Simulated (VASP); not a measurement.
# Zr in VASP: further runs, part 2 of 3

VASP 6.6.1. The steps go on from the part before.

**4. Electric field gradients, LDA (volume scaled by 1.06)**

File INCAR:

```
SYSTEM = Zr
PREC = Accurate
ENCUT = 520
EDIFF = 1E-8
ISMEAR = -1
SIGMA = 0.03
LREAL = .FALSE.
LASPH = .TRUE.
NELM = 100
ALGO = Normal
ISIF = 2
LWAVE = .FALSE.
LCHARG = .FALSE.
LEFG = .TRUE.
NBANDS = 19
```

File KPOINTS:

```
regular mesh
0
G
  13 13 7
  0 0 0
```

File POSCAR:

```
Zr
1.0
    3.2953868297      0.0000000000      0.0000000000
   -1.6476934148      2.8538887098      0.0000000000
    0.0000000000      0.0000000000      5.2479471970
Zr
2
Direct
    0.3333333333      0.6666666667      0.2500000000
    0.6666666667      0.3333333333      0.7500000000
```

Potentials or basis: VASP PAW LDA potentials, release 64 (Zr_sv).

Run with:

```sh
cat potpaw_LDA.64/Zr_sv/POTCAR > POTCAR
mpirun -np 1 vasp_std > vasp.out
```

OUTCAR:

```text
SYSTEM = Zr
   PREC = Accurate
   ENCUT = 520
   EDIFF = 1E-8
   ISMEAR = -1
   LREAL = .FALSE.
   LASPH = .TRUE.
   NELM = 100
   ISIF = 2

 ion  position               nearest neighbor table
   1  0.333  0.667  0.250-   2 3.24   2 3.24   2 3.24   2 3.24   2 3.24   2 3.24
   2  0.667  0.333  0.750-   1 3.24   1 3.24   1 3.24   1 3.24   1 3.24   1 3.24

  LATTYP: Found a hexagonal cell.
 ALAT       =     3.2953868297
 C/A-ratio  =     1.5925132521

  Lattice vectors:

 A1 = (   3.2953868297,   0.0000000000,   0.0000000000)
 A2 = (  -1.6476934148,   2.8538887098,   0.0000000000)
 A3 = (   0.0000000000,   0.0000000000,   5.2479471970)

Analysis of symmetry for initial positions (statically):
=====================================================================
 Subroutine PRICEL returns:
 Original cell was already a primitive cell.

 Routine SETGRP: Setting up the symmetry group for a
 hexagonal supercell.

 Subroutine GETGRP returns: Found 24 space group operations
 (whereof 12 operations were pure point group operations)
 out of a pool of 24 trial point group operations.

The static configuration has the point symmetry D_3d.
 The point group associated with its full space group is D_6h.

Analysis of symmetry for dynamics (positions and initial velocities):
=====================================================================
 Subroutine PRICEL returns:
 Original cell was already a primitive cell.

 Routine SETGRP: Setting up the symmetry group for a
 hexagonal supercell.

 Subroutine GETGRP returns: Found 24 space group operations
 (whereof 12 operations were pure point group operations)
 out of a pool of 24 trial point group operations.

The dynamic configuration has the point symmetry D_3d.
 The point group associated with its full space group is D_6h.

 Subroutine INISYM returns: Found 24 space group operations
 (whereof 12 operations are pure point group operations),
 and found     1 'primitive' translations

----------------------------------------------------------------------------------------

                                     Primitive cell

  volume of cell :      49.3552

  direct lattice vectors                    reciprocal lattice vectors
     3.295386830  0.000000000  0.000000000     0.303454511  0.175199544  0.000000000
    -1.647693415  2.853888710  0.000000000     0.000000000  0.350399088  0.000000000
     0.000000000  0.000000000  5.247947197     0.000000000  0.000000000  0.190550698

  length of vectors
     3.295386830  3.295386830  5.247947197     0.350399088  0.350399088  0.190550698

  position of ions in fractional coordinates (direct lattice)
     0.333333333  0.666666667  0.250000000
     0.666666667  0.333333333  0.750000000

  ion indices of the primitive-cell ions
   primitive index   ion index
                 1           1
                 2           2

----------------------------------------------------------------------------------------

 KPOINTS: regular mesh

Automatic generation of k-mesh.
 Grid dimensions read from file:
 generate k-points for:   13   13    7
[... 66 lines left out ...]
   EDIFFG = 0.1E-06   stopping-criterion for IOM
   NSW    =      0    number of steps for IOM
   IBRION =     -1    ionic relax: 0-MD 1-quasi-New 2-CG
   NFREE  =      0    steps in history (QN), initial steepest desc. (CG)
   ISIF   =      2    stress and relaxation
   ISYM   =      2    0-nonsym 1-usesym 2-fastsym
   POTIM  = 0.5000    time-step for ionic-motion
   TEBEG  =    0.0;   TEEND  =   0.0 temperature during run
   PSTRESS=    0.0 pullay stress
   NELECT =      24.0000    total number of electrons
   NUPDOWN=      -1.0000    fix difference up-down
   EMIN   =  10.00;   EMAX   =-10.00  energy-range for DOS
   EFERMI =   0.00;   METHOD = LEGACY
   ISMEAR =    -1;   SIGMA  =   0.03  broadening in eV -4-tet -1-fermi 0-gaus
   EFERMI_NEDOS =   21; number of points for ismear=-14 and -15
   IALGO  =     38    algorithm
   IMIX   =      4    mixing-type and parameters
     AMIX     =   0.40;   BMIX     =  1.00
     AMIX_MAG =   1.60;   BMIX_MAG =  1.00
  volume/ion in A,a.u.               =      24.68       166.53
  Fermi-wavevector in a.u.,A,eV,Ry     =   1.287363  2.432763 22.548975  1.657303
  Thomas-Fermi vector in A             =   2.419382
   LORBIT       =      0    0 simple, 1 ext, 2 COOP (PROOUT), +10 PAW based schemes
   GGA     = CA    functional components
   LHFCALC =     F    Hartree Fock is set to
   AEXX    =    0.0000 exact exchange contribution
   IVDW    =     0    specifies the selected vdW correction
   LEPSILON=     F    determine dielectric tensor
   LRPA    =     F    only Hartree local field effects (RPA)
 non-spin polarized calculation
  energy-cutoff  :      520.00
  volume of cell :       49.36
 maximum number of plane-waves:      1342
 NGX is ok and might be reduce to    28
   NGX = 13   NGY = 13   NGZ = 19

 number of electron      24.0000001 magnetization

 Free energy of the ion-electron system (eV)
  ---------------------------------------------------
  ext. energy  EPLUGINS =         0.00000000
  ---------------------------------------------------
  free energy    TOTEN  =       -18.38350147 eV

  energy without entropy =      -18.37624682  energy(sigma->0) =      -18.37987414

 E-fermi :   8.1767     XC(G=0): -11.0331

 val. band max:        8.1612658840   @ k =   0.0000   0.0000   0.4286
 cond. band min:       8.1912319966   @ k =   0.2308   0.1538   0.4286
 fundamental gap:      0.0299661127
 Fermi energy:         8.1767016531

 k-point     1 :       0.0000    0.0000    0.0000
  band No.  band energies     occupation
      1     -40.5198      2.00000
      2     -40.3956      2.00000
      3     -19.0997      2.00000
      4     -18.3625      2.00000
      5     -18.3625      2.00000
      6     -18.2501      2.00000
[... 505 lines left out ...]
      6     -18.3962      2.00000
[... 11 lines left out ...]
     18      10.2886      0.00000
     19      12.5623      0.00000

 [... further k-points ...]
[... 5 lines left out ...]
  --------------------------------------------------------------------------------------
  -------------------------------------------------------------------------------------
  Total       -3.2559450     -3.2559450     -3.1123662     -0.0000000      0.0000000      0.0000000
  in kB     -105.6950755   -105.6950755   -101.0341944     -0.0000000      0.0000000      0.0000000
  external PRESSURE =    -104.1414484 kB  Pullay stress =       0.0000000 kB

 VOLUME and BASIS-vectors are now :
 -----------------------------------------------------------------------------
  energy-cutoff  :      520.00
  volume of cell :       49.36
      direct lattice vectors                 reciprocal lattice vectors
     3.295386830  0.000000000  0.000000000     0.303454511  0.175199544  0.000000000
    -1.647693415  2.853888710  0.000000000     0.000000000  0.350399088  0.000000000
     0.000000000  0.000000000  5.247947197     0.000000000  0.000000000  0.190550698

 POSITION                                       TOTAL-FORCE (eV/Angst)
 -----------------------------------------------------------------------------------
     -0.00000      1.90259      1.31199         0.000000     -0.000000      0.000000
      1.64769      0.95130      3.93596        -0.000000      0.000000      0.000000
 -----------------------------------------------------------------------------------
    total drift:                               -0.000000      0.000000     -0.000000

  FREE ENERGIE OF THE ION-ELECTRON SYSTEM (eV)
  ---------------------------------------------------
  free  energy   TOTEN  =       -18.3835014670 eV

  energy  without entropy=      -18.3762468155  energy(sigma->0) =      -18.37987414

 Electric field gradients (V/A^2)
---------------------------------------------------------------------
 ion       V_xx      V_yy      V_zz      V_xy      V_xz      V_yz
---------------------------------------------------------------------
   1     -17.275   -17.275    34.550     0.000     0.000    -0.000
   2     -17.275   -17.275    34.550     0.000    -0.000     0.000
---------------------------------------------------------------------

 Electric field gradients after diagonalization (V/A^2)
 (convention: |V_zz| > |V_xx| > |V_yy|)
----------------------------------------------------------------------
 ion       V_xx      V_yy      V_zz     asymmetry (V_yy - V_xx)/ V_zz
----------------------------------------------------------------------
   1     -17.275   -17.275    34.550       0.000
   2     -17.275   -17.275    34.550       0.000
----------------------------------------------------------------------

           NMR quadrupolar parameters

 Cq : quadrupolar parameter    Cq=e*Q*V_zz/h
 eta: asymmetry parameters     (V_yy - V_xx)/ V_zz
 Q  : nuclear electric quadrupole moment in mb (millibarn)
----------------------------------------------------------------------
 ion       Cq(MHz)       eta       Q (mb)
----------------------------------------------------------------------
   1       0.084       0.000       1.000
   2       0.084       0.000       1.000
----------------------------------------------------------------------
```

OSZICAR:

```text
N       E                     dE             d eps       ncg     rms          rms(c)
DAV:   1     0.210330017019E+03    0.21033E+03   -0.13111E+04  3200   0.124E+03
DAV:   2    -0.340939307865E+01   -0.21374E+03   -0.20965E+03  3768   0.364E+02
DAV:   3    -0.188194922204E+02   -0.15410E+02   -0.15259E+02  5739   0.702E+01
DAV:   4    -0.192525523528E+02   -0.43306E+00   -0.43256E+00  3860   0.119E+01
DAV:   5    -0.192662189728E+02   -0.13667E-01   -0.13664E-01  4784   0.146E+00    0.130E+01
DAV:   6    -0.185333057752E+02    0.73291E+00   -0.11064E+00  3522   0.735E+00    0.486E+00
DAV:   7    -0.183833196179E+02    0.14999E+00   -0.63501E-01  4667   0.471E+00    0.109E+00
DAV:   8    -0.183833276185E+02   -0.80005E-05   -0.26566E-02  4326   0.131E+00    0.261E-01
DAV:   9    -0.183835031583E+02   -0.17554E-03   -0.18861E-03  4329   0.344E-01    0.211E-02
DAV:  10    -0.183834981171E+02    0.50412E-05   -0.60671E-05  4594   0.398E-02    0.198E-02
DAV:  11    -0.183835015336E+02   -0.34165E-05   -0.72826E-06  3849   0.272E-02    0.168E-03
DAV:  12    -0.183835014755E+02    0.58014E-07   -0.45095E-07  4501   0.476E-03    0.101E-03
DAV:  13    -0.183835014650E+02    0.10506E-07   -0.44561E-08  3373   0.101E-03    0.327E-04
DAV:  14    -0.183835014670E+02   -0.19277E-08   -0.28160E-09  2061   0.359E-04
   1 F= -.18383501E+02 E0= -.18379874E+02  d E =-.725465E-02
```

stdout:

```text
POSCAR found type information on POSCAR Zr
 POSCAR found :  1 types and       2 ions
 scaLAPACK will be used
 LDA part: xc-table for (Slater(with rela. corr.)+CA(PZ))
 , standard interpolation
 POSCAR, INCAR and KPOINTS ok, starting setup
 FFT: planning ... GRIDC
 FFT: planning ... GRID_SOFT
 FFT: planning ... GRID
 WAVECAR not read
 entering main loop
ion   1

ion   2
```

Wall time 44 s (1 thread of Intel Xeon Platinum 8488C (Sapphire Rapids), shared host); peak memory 0.19 GiB.

Results:

| Item | Value |
| --- | --- |
| Free energy | -18.3835 eV |
| Pressure | -10.4 GPa |
| Band gap on the k mesh | zero (band 12 reaches 8.97 eV, above the bottom of band 13 at 7.92 eV) |

Stress tensor (GPa, compression positive):
```
-10.57   0.00   0.00
  0.00 -10.57   0.00
  0.00   0.00 -10.10
```

Levels at points of the mesh, in eV from the Fermi level:
```
           k point  band 10  band 11  band 12  band 13  band 14  band 15
(0.00, 0.00, 0.00)    -2.90     0.79     0.79     0.93     1.03     1.43
```

Electric field gradients, principal values (V/Å²):
| atom | least | middle | greatest (by size) |
| --- | --- | --- | --- |
| 1 Zr | -17.275 | -17.275 | 34.550 |
| 2 Zr | -17.275 | -17.275 | 34.550 |

Caveat: without QUAD_EFG the Cq values of the log hold for a quadrupole moment of 1 mb, not for the nuclei.

**5. Electric field gradients, LDA (equal xy, yz and zx shear strains of -2 %)**

File INCAR:

```
SYSTEM = Zr
PREC = Accurate
ENCUT = 520
EDIFF = 1E-8
ISMEAR = -1
SIGMA = 0.03
LREAL = .False.
LASPH = .True.
NELM = 60
ALGO = Normal
ISIF = 2
LWAVE = .False.
LCHARG = .False.
LEFG = .True.
NBANDS = 19
```

File KPOINTS:

```
regular mesh
0
Gamma
  13 13 7
  0 0 0
```

File POSCAR:

```
Zr
1.0
    3.2319982225     -0.0323199822     -0.0323199822
   -1.6439890369      2.8151525567     -0.0118299345
   -0.0514700000     -0.0514700000      5.1470000000
Zr
2
Direct
    0.3333333333      0.6666666667      0.2500000000
    0.6666666667      0.3333333333      0.7500000000
```

Potentials or basis: VASP PAW LDA potentials, release 64 (Zr_sv).

Run with:

```sh
cat potpaw_LDA.64/Zr_sv/POTCAR > POTCAR
mpirun -np 1 vasp_std > vasp.out
```

OUTCAR:

```text
SYSTEM = Zr
   PREC = Accurate
   ENCUT = 520
   EDIFF = 1E-8
   ISMEAR = -1
   LREAL = .False.
   LASPH = .True.
   NELM = 60
   ISIF = 2

 ion  position               nearest neighbor table
   1  0.333  0.667  0.250-   2 3.13   2 3.15   2 3.18   2 3.20   2 3.21   2 3.21
   2  0.667  0.333  0.750-   1 3.13   1 3.15   1 3.18   1 3.20   1 3.21   1 3.21

  LATTYP: Found a triclinic cell.
 ALAT       =     3.2043532150
 B/A-ratio  =     1.0087281861
 C/A-ratio  =     1.6064130041
 COS(alpha) =     0.0198960208
 COS(beta)  =     0.0274156886
 COS(gamma) =     0.4869832430

[... 744 lines left out ...]
  free  energy   TOTEN  =       -18.5235656433 eV

  energy  without entropy=      -18.5169105185  energy(sigma->0) =      -18.52023808

 Electric field gradients (V/A^2)
---------------------------------------------------------------------
 ion       V_xx      V_yy      V_zz      V_xy      V_xz      V_yz
---------------------------------------------------------------------
   1     -20.993   -20.840    41.833     2.296     5.334     5.351
   2     -20.993   -20.840    41.833     2.296     5.334     5.351
---------------------------------------------------------------------

 Electric field gradients after diagonalization (V/A^2)
 (convention: |V_zz| > |V_xx| > |V_yy|)
----------------------------------------------------------------------
 ion       V_xx      V_yy      V_zz     asymmetry (V_yy - V_xx)/ V_zz
----------------------------------------------------------------------
   1     -23.214   -19.549    42.763       0.086
   2     -23.214   -19.549    42.763       0.086
----------------------------------------------------------------------

           NMR quadrupolar parameters

 Cq : quadrupolar parameter    Cq=e*Q*V_zz/h
 eta: asymmetry parameters     (V_yy - V_xx)/ V_zz
 Q  : nuclear electric quadrupole moment in mb (millibarn)
----------------------------------------------------------------------
 ion       Cq(MHz)       eta       Q (mb)
----------------------------------------------------------------------
   1       0.103       0.086       1.000
   2       0.103       0.086       1.000
----------------------------------------------------------------------
```

Wall time 5.4 min (1 thread of Intel Xeon Platinum 8488C (Sapphire Rapids), shared host); peak memory 0.47 GiB.

Results:

```yaml
Free_energy: -18.5236 eV
Pressure: -6.0 GPa
Largest_force: 0.037 eV/Å
Band_gap_on_the_k_mesh: zero (band 12 reaches 9.76 eV, above the bottom of band 13 at 8.55 eV)
```

Forces in eV/Å, atoms in the order of the input:
```
Zr   0.037  0.002  0.006
Zr  -0.037 -0.002 -0.006
```

Electric field gradients, principal values (V/Å²):
| atom | least | middle | greatest (by size) |
| --- | --- | --- | --- |
| 1 Zr | -19.549 | -23.214 | 42.763 |
| 2 Zr | -19.549 | -23.214 | 42.763 |

Caveat: the cell differs from its parent crystal (equal xy, yz and zx shear strains of -2 %); without QUAD_EFG the Cq values of the log hold for a quadrupole moment of 1 mb, not for the nuclei.

(Continued in part 3 of 3.)
